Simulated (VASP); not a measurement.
# TaSi (CsCl type) (Pm-3m) in VASP: single point with PBEsol

Aim: the single point of TaSi (CsCl type) with PBEsol.

All numbers are computed with VASP 6.6.1; they aren't measurements. Logs are shortened: lines on timing, memory, paths and dates and some standing lists are left out, and cuts for length are marked.

**1. The cell of the first run**

The structure is cubic, space group Pm-3m (No. 221). Conventional cell: a = 2.394 Å, b = 2.394 Å, c = 2.394 Å, α = 90.00°, β = 90.00°, γ = 90.00°. Ta (site symmetry m-3m) has 8 Si at 2.07 Å and 6 Ta at 2.39 Å within 2.7 Å. Si (site symmetry m-3m) has 8 Ta at 2.07 Å and 6 Si at 2.39 Å within 2.7 Å.

**2. Single point, PBEsol (6.86 Å³/atom)**

File POSCAR:

```
TaSi
1.0
    2.3943027568      0.0000000000      0.0000000000
    0.0000000000      2.3943027568      0.0000000000
    0.0000000000      0.0000000000      2.3943027568
Ta Si
1 1
Direct
    0.0000000000      0.0000000000      0.0000000000
    0.5000000000      0.5000000000      0.5000000000
```

File INCAR.step1:

```
SYSTEM = TaSi
PREC = Accurate
ENCUT = 520
EDIFF = 1E-7
ISMEAR = -1
SIGMA = 0.05
LREAL = .False.
LASPH = .True.
NELM = 80
ALGO = Normal
ISIF = 2
LWAVE = .False.
LCHARG = .True.
LMAXMIX = 4
GGA = PS
NBANDS = 14
```

File KPOINTS.step1:

```
regular mesh
0
Gamma
  14 14 14
  0 0 0
```

File INCAR.step2:

```
SYSTEM = TaSi
PREC = Accurate
ENCUT = 520
EDIFF = 1E-7
ISMEAR = -5
SIGMA = 0.05
LREAL = .False.
LASPH = .True.
NELM = 80
ALGO = Normal
ISIF = 2
LWAVE = .False.
LCHARG = .False.
LMAXMIX = 4
GGA = PS
LORBIT = 10
NEDOS = 2001
ICHARG = 11
```

File KPOINTS.step2:

```
regular mesh
0
Gamma
  21 21 21
  0 0 0
```

Potentials or basis: VASP PAW PBE potentials, release 64 (Ta_pv, Si).

Run with:

```sh
cat potpaw_PBE.64/Ta_pv/POTCAR potpaw_PBE.64/Si/POTCAR > POTCAR
cp INCAR.step1 INCAR
cp KPOINTS.step1 KPOINTS
mpirun -np 1 vasp_std > vasp.out
cp INCAR.step2 INCAR
cp KPOINTS.step2 KPOINTS
mpirun -np 1 vasp_std > vasp.out
```

OUTCAR:

```text
SYSTEM = TaSi
   PREC = Accurate
   ENCUT = 520
   EDIFF = 1E-7
   ISMEAR = -5
   LREAL = .False.
   LASPH = .True.
   NELM = 80
   ISIF = 2
   GGA = PS
   LORBIT = 10
   ICHARG = 11

 ion  position               nearest neighbor table
   1  0.000  0.000  0.000-   2 2.07   2 2.07   2 2.07   2 2.07   2 2.07   2 2.07   2 2.07   2 2.07

   2  0.500  0.500  0.500-   1 2.07   1 2.07   1 2.07   1 2.07   1 2.07   1 2.07   1 2.07   1 2.07

  LATTYP: Found a simple cubic cell.
 ALAT       =     2.3943027568

  Lattice vectors:

 A1 = (   2.3943027568,   0.0000000000,   0.0000000000)
 A2 = (   0.0000000000,   2.3943027568,   0.0000000000)
 A3 = (   0.0000000000,   0.0000000000,   2.3943027568)

Analysis of symmetry for initial positions (statically):
=====================================================================
 Subroutine PRICEL returns:
 Original cell was already a primitive cell.

 Routine SETGRP: Setting up the symmetry group for a
 simple cubic supercell.

 Subroutine GETGRP returns: Found 48 space group operations
 (whereof 48 operations were pure point group operations)
 out of a pool of 48 trial point group operations.

The static configuration has the point symmetry O_h .

Analysis of symmetry for dynamics (positions and initial velocities):
=====================================================================
 Subroutine PRICEL returns:
 Original cell was already a primitive cell.

 Routine SETGRP: Setting up the symmetry group for a
 simple cubic supercell.

 Subroutine GETGRP returns: Found 48 space group operations
 (whereof 48 operations were pure point group operations)
 out of a pool of 48 trial point group operations.

The dynamic configuration has the point symmetry O_h .

 Subroutine INISYM returns: Found 48 space group operations
 (whereof 48 operations are pure point group operations),
 and found     1 'primitive' translations

----------------------------------------------------------------------------------------

                                     Primitive cell

  volume of cell :      13.7258

  direct lattice vectors                    reciprocal lattice vectors
     2.394302757  0.000000000  0.000000000     0.417658125  0.000000000  0.000000000
     0.000000000  2.394302757  0.000000000     0.000000000  0.417658125  0.000000000
     0.000000000  0.000000000  2.394302757     0.000000000  0.000000000  0.417658125

  length of vectors
     2.394302757  2.394302757  2.394302757     0.417658125  0.417658125  0.417658125

  position of ions in fractional coordinates (direct lattice)
     0.000000000  0.000000000  0.000000000
     0.500000000  0.500000000  0.500000000

  ion indices of the primitive-cell ions
   primitive index   ion index
                 1           1
                 2           2

----------------------------------------------------------------------------------------

 KPOINTS: regular mesh

Automatic generation of k-mesh.
 Grid dimensions read from file:
 generate k-points for:   21   21   21

 Generating k-lattice:

  Cartesian coordinates                     Fractional coordinates (reciprocal lattice)
     0.019888482  0.000000000  0.000000000     0.047619048  0.000000000  0.000000000
     0.000000000  0.019888482  0.000000000     0.000000000  0.047619048  0.000000000
     0.000000000  0.000000000  0.019888482     0.000000000  0.000000000  0.047619048

  Length of vectors
     0.019888482  0.019888482  0.019888482

  Shift w.r.t. Gamma in fractional coordinates (k-lattice)
     0.000000000  0.000000000  0.000000000

 TETIRR: Found   4601 inequivalent tetrahedra from    55566

 Subroutine IBZKPT returns following result:
 ===========================================

 Found    286 irreducible k-points:

 Following reciprocal coordinates:
            Coordinates               Weight
  0.000000  0.000000  0.000000      1.000000
  0.047619  0.000000  0.000000      6.000000
  0.095238  0.000000  0.000000      6.000000
  0.142857  0.000000  0.000000      6.000000
  0.190476  0.000000  0.000000      6.000000
  0.238095  0.000000  0.000000      6.000000
[... 16 lines left out ...]
  0.142857  0.095238  0.000000     24.000000
  0.190476  0.095238  0.000000     24.000000
 [... further k-points ...]
   k-points           NKPTS =    286   k-points in BZ     NKDIM =    286   number of bands    NBANDS=     11
   number of dos      NEDOS =   2001   number of ions     NIONS =      2
   total plane-waves  NPLWV =   5832
   dimension x,y,z NGX =    18 NGY =   18 NGZ =   18
   dimension x,y,z NGXF=    36 NGYF=   36 NGZF=   36
   ions per type =               1   1
   NGX,Y,Z   is equivalent  to a cutoff of  12.50, 12.50, 12.50 a.u.
   NGXF,Y,Z  is equivalent  to a cutoff of  25.00, 25.00, 25.00 a.u.
 SYSTEM =  TaSi
   PREC   = accura    normal or accurate (medium, high low for compatibility)
   ISTART =      0    job   : 0-new  1-cont  2-samecut
   ICHARG =     11    charge: 1-file 2-atom 10-const
   ISPIN  =      1    spin polarized calculation?
   LNONCOLLINEAR =      F non collinear calculations
   LSORBIT =      F    spin-orbit coupling
   LASPH  =      T    aspherical Exc in radial PAW
   ENCUT  =  520.0 eV  38.22 Ry    6.18 a.u.   4.45  4.45  4.45*2*pi/ulx,y,z
   NELM   =     80;   NELMIN=  2; NELMDL=  0     # of ELM steps
   EDIFF  = 0.1E-06   stopping-criterion for ELM
   LREAL  =      F    real-space projection
   EDIFFG = 0.1E-05   stopping-criterion for IOM
   NSW    =      0    number of steps for IOM
   IBRION =     -1    ionic relax: 0-MD 1-quasi-New 2-CG
   NFREE  =      0    steps in history (QN), initial steepest desc. (CG)
   ISIF   =      2    stress and relaxation
   ISYM   =      2    0-nonsym 1-usesym 2-fastsym
   POTIM  = 0.5000    time-step for ionic-motion
   TEBEG  =    0.0;   TEEND  =   0.0 temperature during run
   PSTRESS=    0.0 pullay stress
   NELECT =      15.0000    total number of electrons
   NUPDOWN=      -1.0000    fix difference up-down
   EMIN   =  10.00;   EMAX   =-10.00  energy-range for DOS
   EFERMI =   0.00;   METHOD = LEGACY
   ISMEAR =    -5;   SIGMA  =   0.05  broadening in eV -4-tet -1-fermi 0-gaus
   EFERMI_NEDOS =   21; number of points for ismear=-14 and -15
   IALGO  =     38    algorithm
   IMIX   =      4    mixing-type and parameters
     AMIX     =   0.40;   BMIX     =  1.00
     AMIX_MAG =   1.60;   BMIX_MAG =  1.00
  volume/ion in A,a.u.               =       6.86        46.31
  Fermi-wavevector in a.u.,A,eV,Ry     =   1.686266  3.186581 38.688089  2.843494
  Thomas-Fermi vector in A             =   2.768962
   LORBIT       =     10    0 simple, 1 ext, 2 COOP (PROOUT), +10 PAW based schemes
   GGA     = PS    functional components
   LHFCALC =     F    Hartree Fock is set to
   AEXX    =    0.0000 exact exchange contribution
   IVDW    =     0    specifies the selected vdW correction
   LEPSILON=     F    determine dielectric tensor
   LRPA    =     F    only Hartree local field effects (RPA)
 non-spin polarized calculation
 Fermi weights with tetrahedron method with Bloechl corrections
  energy-cutoff  :      520.00
  volume of cell :       13.73
 maximum number of plane-waves:       386
 NGX is ok and might be reduce to    18

 number of electron      14.9999996 magnetization

 Free energy of the ion-electron system (eV)
  ---------------------------------------------------
  ext. energy  EPLUGINS =         0.00000000
  ---------------------------------------------------
  free energy    TOTEN  =         1.73102828 eV

  energy without entropy =        1.73102828  energy(sigma->0) =        1.73102828

 E-fermi :  19.9217     XC(G=0): -16.6281

 val. band max:       20.0210878708   @ k =   0.4286   0.2857   0.2857
 cond. band min:      19.8553589052   @ k =   0.2857   0.2381   0.1429
 fundamental gap:     -0.1657289656
 Fermi energy:        19.9217182131

 k-point     1 :       0.0000    0.0000    0.0000
  band No.  band energies     occupation
      1     -13.0687      2.00000
      2     -13.0687      2.00000
      3     -13.0687      2.00000
      4       2.7218      2.00000
      5      10.2205      2.00000
      6      10.2205      2.00000
      7      24.9971      0.00000
      8      24.9971      0.00000
      9      24.9971      0.00000
     10      27.3329      0.00000
     11      27.3329      0.00000

 k-point     2 :       0.0476    0.0000    0.0000
  band No.  band energies     occupation
      1     -13.2149      2.00000
      2     -13.0578      2.00000
      3     -13.0578      2.00000
      4       2.8627      2.00000
      5      10.2718      2.00000
      6      10.3691      2.00000
      7      24.3482      0.00000
      8      24.3482      0.00000
      9      25.0389      0.00000
     10      27.1377      0.00000
     11      27.9278      0.00000

 k-point     3 :       0.0952    0.0000    0.0000
  band No.  band energies     occupation
      1     -13.6234      2.00000
      2     -13.0261      2.00000
      3     -13.0261      2.00000
      4       3.2528      2.00000
      5      10.4250      2.00000
      6      10.8029      2.00000
      7      23.1517      0.00000
      8      23.1517      0.00000
      9      25.1627      0.00000
     10      26.6410      0.00000
     11      28.9656      0.00000
[... 267 lines left out ...]
 k-point    23 :       0.1429    0.0952    0.0000
  band No.  band energies     occupation
      1     -14.1806      2.00000
      2     -13.4975      2.00000
      3     -12.9329      2.00000
      4       4.3405      2.00000
      5      11.0944      2.00000
      6      11.7745      2.00000
      7      20.4129      0.27688
      8      21.8731      0.00000
      9      23.9434      0.00000
     10      26.7693      0.00000
     11      29.5095      0.00000

 k-point    24 :       0.1905    0.0952    0.0000
  band No.  band energies     occupation
      1     -14.8622      2.00000
      2     -13.4296      2.00000
      3     -12.8680      2.00000
      4       4.9889      2.00000
      5      11.4255      2.00000
      6      12.5256      2.00000
      7      19.3164      1.87134
      8      20.7482     -0.09093
      9      24.1000      0.00000
     10      26.2860      0.00000
     11      29.8113      0.00000

 [... further k-points ...]

------------------------ aborting loop because EDIFF is reached ----------------------------------------

  FORCE on cell =-STRESS in cart. coord.  units (eV):
  Direction    XX          YY          ZZ          XY          YZ          ZX
  --------------------------------------------------------------------------------------
  -------------------------------------------------------------------------------------
  Total       64.0565544     64.0565544     64.0565544      0.0000000     -0.0000000      0.0000000
  in kB     7477.1649238   7477.1649238   7477.1649238      0.0000000     -0.0000000      0.0000000
  external PRESSURE =    7477.1649238 kB  Pullay stress =       0.0000000 kB

 VOLUME and BASIS-vectors are now :
 -----------------------------------------------------------------------------
  energy-cutoff  :      520.00
  volume of cell :       13.73
      direct lattice vectors                 reciprocal lattice vectors
     2.394302757  0.000000000  0.000000000     0.417658125  0.000000000  0.000000000
     0.000000000  2.394302757  0.000000000     0.000000000  0.417658125  0.000000000
     0.000000000  0.000000000  2.394302757     0.000000000  0.000000000  0.417658125

 POSITION                                       TOTAL-FORCE (eV/Angst)
 -----------------------------------------------------------------------------------
      0.00000      0.00000      0.00000         0.000000      0.000000      0.000000
      1.19715      1.19715      1.19715         0.000000      0.000000      0.000000
 -----------------------------------------------------------------------------------
    total drift:                               -0.000000     -0.000000     -0.000000

  FREE ENERGIE OF THE ION-ELECTRON SYSTEM (eV)
  ---------------------------------------------------
  free  energy   TOTEN  =         1.7310282800 eV

  energy  without entropy=        1.7310282800  energy(sigma->0) =        1.73102828

 total charge

# of ion       s       p       d       tot
------------------------------------------
    1        0.659   6.603   4.756  12.019
    2        0.928   1.635   0.000   2.563
--------------------------------------------------
tot          1.588   8.238   4.756  14.582
```

Run time: 44 s. Hardware: 1 thread of Intel Xeon 8259CL, shared host; peak memory 0.17 GiB.

What came out:

```yaml
Valence_electrons_inside_the_program's_atomic_spheres: Ta 12.02; Si 2.56
```

Caveat: the PAW data sets were made with another functional, which shifts forces and pressure a little; spin-orbit coupling is left out, which moves the levels of the heavy elements; tetrahedron occupations give inexact forces and stress in metals.
